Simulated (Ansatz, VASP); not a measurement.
# One calculation of C, two programs

INCAR

```
SYSTEM = C
ALGO = Normal
EDIFF = 1E-6
ENCUT = 520
GGA = PS
ISIF = 2
ISMEAR = 0
LASPH = .True.
LCHARG = .False.
LREAL = .False.
LWAVE = .False.
NBANDS = 16
NELM = 100
PREC = Accurate
SIGMA = 0.15
```

The input KPOINTS:

```
k-points
0
Gamma
  21 21 6
  0 0 0
```

The input POSCAR:

```
C
1.0
    1.1864746378     -2.1673225255      0.0000000000
    1.1864746378      2.1673225255      0.0000000000
    0.0000000000      0.0000000000      7.5103211586
C
4
Direct
    0.0833216498      0.9166783502      0.7498439858
    0.5833216498      0.4166783502      0.2501560142
    0.9166783502      0.0833216498      0.2501560142
    0.4166783502      0.5833216498      0.7498439858
```

Input for Ansatz:

```yaml
crystal:
  lattice:
    - [1.1864746378, -2.1673225255, 0.0]
    - [1.1864746378, 2.1673225255, 0.0]
    - [0.0, 0.0, 7.5103211586]
  atoms:
    - { symbol: C, position: [0.0833216498, 0.9166783502, 0.7498439858] }
    - { symbol: C, position: [0.5833216498, 0.4166783502, 0.2501560142] }
    - { symbol: C, position: [0.9166783502, 0.0833216498, 0.2501560142] }
    - { symbol: C, position: [0.4166783502, 0.5833216498, 0.7498439858] }
basis:
  ecutwfc: 520.0
kpoints:
  mp_grid: { grid: [21, 21, 6] }
hamiltonian:
  xc: pbesol
  pseudopotentials: { kind: paw, azcp: { folder: soft_1 } }
scf:
  occupations: { method: gaussian, width: 0.15 }
output:
  forces: true
  stress: true
  eigenvalues: true
  write_density: true
  write_potential: true
  elf: true
  volumetric_format: npy
```

Change from the starting cell: volume 9.656 Å^3 an atom, stretch along a over the lengths across it, relative to the relaxed cell 0.9480.

Alike in both runs: task single point; functional PBEsol; k mesh 21 × 21 × 6; occupations gaussian, width 0.15 eV; no spin polarisation.

|  | VASP | Ansatz |
| --- | --- | --- |
| version | VASP 6.6.1 | Ansatz 0.2.0 |
| potentials or method | VASP PAW PBE potentials, release 64 (C), cutoff 520 eV | scalar-relativistic, plane waves, PAW |
| valence electrons in the cell | 16 | 16 |

Ansatz gave:

| Property | Result |
| --- | --- |
| gap on the k mesh at the Fermi level (eV) | 0.27 |
| least direct gap on the mesh (eV) | 0.27 |
| pressure (GPa) | 7.6 |
| traceless stress, the component that is largest in VASP (GPa) | 26.44 |
| rms of the force components (eV/Å) | 0.400 |

Question: Which values does VASP return?

Answer: gap on the k mesh at the Fermi level (eV): 0.27; least direct gap on the mesh (eV): 0.27; pressure (GPa): 8.2; traceless stress, the component that is largest in VASP (GPa): 26.88; rms of the force components (eV/Å): 0.408.

VASP's potentials were made for PBE, not for PBEsol, and Ansatz warns of the same on its side. Atom by atom the forces differ by 0.008 eV/Å (rms over components).
